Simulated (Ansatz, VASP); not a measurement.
**One calculation of Si2Mo, two programs**

INCAR

```
SYSTEM = Si2Mo
ALGO = Normal ; EDIFF = 1E-6
EDIFFG = -0.01 ; ENCUT = 600
GGA = PE ; IBRION = 2
ISIF = 3 ; ISMEAR = 0
LASPH = .TRUE. ; LCHARG = .FALSE.
LREAL = .FALSE. ; LWAVE = .FALSE.
NELM = 80 ; NSW = 100
PREC = Accurate ; SIGMA = 0.01
```

File KPOINTS:

```
k-points
0
G
  12 12 6
  0 0 0
```

POSCAR

```
Si2Mo
1.0
    4.5854715599      0.0000000000      0.0000000000
   -2.2927357800      3.9711348592      0.0000000000
    0.0000000000      0.0000000000      6.5797601000
Si Mo
6 3
Direct
    0.1638729800      0.8361270200      0.8333333300
    0.3277459600      0.1638729800      0.1666666700
    0.8361270200      0.6722540400      0.5000000000
    0.8361270200      0.1638729800      0.8333333300
    0.6722540400      0.8361270200      0.1666666700
    0.1638729800      0.3277459600      0.5000000000
    0.5000000000      0.0000000000      0.5000000000
    0.0000000000      0.5000000000      0.1666666700
    0.5000000000      0.5000000000      0.8333333300
```

Input for Ansatz:

```yaml
crystal:
  lattice:
    - [4.5854715599, 0.0, 0.0]
    - [-2.29273578, 3.9711348592, 0.0]
    - [0.0, 0.0, 6.5797601]
  atoms:
    - { symbol: Si, position: [0.16387298, 0.83612702, 0.83333333] }
    - { symbol: Si, position: [0.32774596, 0.16387298, 0.16666667] }
    - { symbol: Si, position: [0.83612702, 0.67225404, 0.5] }
    - { symbol: Si, position: [0.83612702, 0.16387298, 0.83333333] }
    - { symbol: Si, position: [0.67225404, 0.83612702, 0.16666667] }
    - { symbol: Si, position: [0.16387298, 0.32774596, 0.5] }
    - { symbol: Mo, position: [0.5, 0.0, 0.5] }
    - { symbol: Mo, position: [0.0, 0.5, 0.16666667] }
    - { symbol: Mo, position: [0.5, 0.5, 0.83333333] }
basis:
  ecutwfc: 420
kpoints:
  mp_grid: { grid: [12, 12, 6] }
hamiltonian:
  xc: pbe
scf:
  occupations: { method: gaussian, width: 0.01 }
output:
  forces: true
  stress: true
  eigenvalues: true
  write_density: true
  write_potential: true
  elf: true
  volumetric_format: npy
relax:
  adjacent_minimum: "off"
  f_tol: 0.01
  max_steps: 80
  cell: { stress_tol: 0.05 }
```

Alike in both runs: task relaxation of cell and atoms; functional PBE; k mesh 12 × 12 × 6; occupations gaussian, width 0.01 eV; no spin polarisation.

```csv
,VASP,Ansatz
version,VASP 6.6.1,Ansatz 0.2.0
potentials or method,"VASP PAW PBE potentials, release 64 (Si, Mo_sv), cutoff 600 eV","scalar-relativistic, plane waves, PAW"
valence electrons in the cell,66,66
```

VASP gave:

- gap on the k mesh at the Fermi level, each at its own relaxed structure (eV): 0.06
- relaxed volume (Å³/atom): 13.54
- relaxed length of the cell vector where the two differ most in proportion (Å): 4.614

**Question.** Estimate Ansatz's values.

**Answer.** gap on the k mesh at the Fermi level, each at its own relaxed structure (eV): 0.06; relaxed volume (Å³/atom): 13.54; relaxed length of the cell vector where the two differ most in proportion (Å): 4.613.
